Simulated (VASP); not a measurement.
Wanted: the native input for a VASP 6.6.1 run.

```yaml
Task: single point
Functional: PBEsol
Potentials_or_basis: VASP PAW PBE potentials, release 64 (Al, Ga_d, N)
Cutoff: 520 eV
k_mesh: 5 × 7 × 2
Occupations: gaussian, width 0.05 eV
Spin: no spin polarisation
Dipole_correction: no
Further_INCAR_settings: LREAL = Auto; ALGO = Normal; EDIFF = 1e-06; NBANDS = 56
```

The structure of Al3GaN4 lies in POSCAR:

```
Al3GaN4
1.0
   -5.0434079721      0.0000000000     -0.0001149904
    0.0000000000     -3.1300738967      0.0000000000
   -4.0411988921      0.0000000000     10.8358918971
Al Ga N
6 2 8
Direct
   -0.0669218682      0.5000000000      0.7083647831
    0.3330781318      0.5000000000      0.2083647831
    0.9653970591      0.5000000000      0.0421027963
    0.5653970591      0.5000000000      0.5421027963
    0.3664748804      1.0000000000      0.7905463175
    0.7664748804      1.0000000000      0.2905463175
   -0.2656620740      1.0000000000      0.9578004507
    0.1343379260      1.0000000000      0.4578004507
    0.1225358251      1.0000000000      0.9578646251
    0.5225358251      1.0000000000      0.4578646251
    0.3109225303      0.5000000000      0.7082789324
    0.7109225303      0.5000000000      0.2082789324
    0.3390395787      0.5000000000      0.0447961772
   -0.0609604213      0.5000000000      0.5447961772
   -0.2534653313      1.0000000000      0.7878464176
    0.1465346687      1.0000000000      0.2878464176
```

This cell differs from its parent crystal: the part above a cut slid along it.

These files were run (other wordings do the same):

INCAR

```
PREC = Accurate
ENCUT = 520
EDIFF = 1E-6
ISMEAR = 0
SIGMA = 0.05
LREAL = Auto
LASPH = T
NELM = 60
ALGO = Normal
ISIF = 2
LWAVE = F
LCHARG = T
GGA = PS
LELF = T
LVHAR = T
NBANDS = 56
```

KPOINTS

```
Automatic mesh
0
Gamma
  5 7 2
```

Potentials or basis: VASP PAW PBE potentials, release 64 (Al, Ga_d, N).

Launch:

```sh
$ cat potpaw_PBE.64/Al/POTCAR potpaw_PBE.64/Ga_d/POTCAR potpaw_PBE.64/N/POTCAR > POTCAR
$ mpirun -np 1 vasp_std > vasp.out
```

Results of the run:

```yaml
Pressure: 3.5 GPa
Largest_force: 6.347 eV/Å
Band_gap_on_the_k_mesh: 0.13 eV (least direct gap 0.13 eV)
```

Caveat: the cell differs from its parent crystal (the part above a cut slid along it); the stress differs along the axes, from 1 to 8 GPa; semilocal functionals underestimate gaps, and a narrow one can read as zero; the PAW data sets were made with another functional, which shifts forces and pressure a little.

Wall time 11 min on 1 thread of AMD EPYC 7R43 64-Core Processor (Zen 3), with other jobs on the host, peak memory 0.31 GiB.
